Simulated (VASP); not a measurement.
Write the native input for VASP 6.6.1 that does the following.

```
Task                   : single point
Functional             : PBE
Potentials or basis    : VASP PAW PBE potentials, release 64 (Ga_d, Sn_d, H)
Cutoff                 : 520 eV
k mesh                 : 4 × 4 × 4
Occupations            : gaussian, width 0.1 eV
Spin                   : no spin polarisation
Dipole correction      : no
Further INCAR settings : ALGO = Normal; EDIFF = 1e-07; NBANDS = 23
```

The structure of GaSnH3 lies in POSCAR:

```
GaSnH3
1.0
    4.1632441300      0.0000000000      0.0000000000
    0.0000000000      4.1632441300      0.0000000000
    0.0000000000      0.0000000000      4.1632441300
Ga Sn H
1 1 3
Direct
    0.0000000000      0.0000000000      0.0000000000
    0.5000000000      0.5000000000      0.5000000000
    0.0000000000      0.5000000000      0.5000000000
    0.5000000000      0.0000000000      0.5000000000
    0.5000000000      0.5000000000      0.0000000000
```

The cell was built from a structure type or drawn by symmetry, and may not be a known phase.

These files were run (other wordings do the same):

INCAR

```
ALGO = Normal
EDIFF = 1E-7
ENCUT = 520
GGA = PE
ISIF = 2
ISMEAR = 0
LASPH = True
LCHARG = True
LELF = True
LREAL = False
LVHAR = True
LWAVE = False
NBANDS = 23
NELM = 80
PREC = Accurate
SIGMA = 0.1
```

KPOINTS

```
k-points
0
Gamma
  4 4 4
```

Potentials or basis: VASP PAW PBE potentials, release 64 (Ga_d, Sn_d, H).

Run with:

```bash
$ cat potpaw_PBE.64/Ga_d/POTCAR potpaw_PBE.64/Sn_d/POTCAR potpaw_PBE.64/H/POTCAR > POTCAR
$ mpirun -np 1 vasp_std > vasp.out
```

Results of the run:

- Pressure: -0.9 GPa
- Band gap on the k mesh: zero (bands 15 and 16 overlap by 1.50 eV)

Caveat: the k points lie up to 0.38 Å⁻¹ apart, too coarse for converged energies and pressures of a metal; spin-orbit coupling is left out, which moves the levels of the heavy elements.

Run time: 30 s on 1 thread of Intel Xeon 8259CL, with other jobs on the host, peak memory 0.18 GiB.
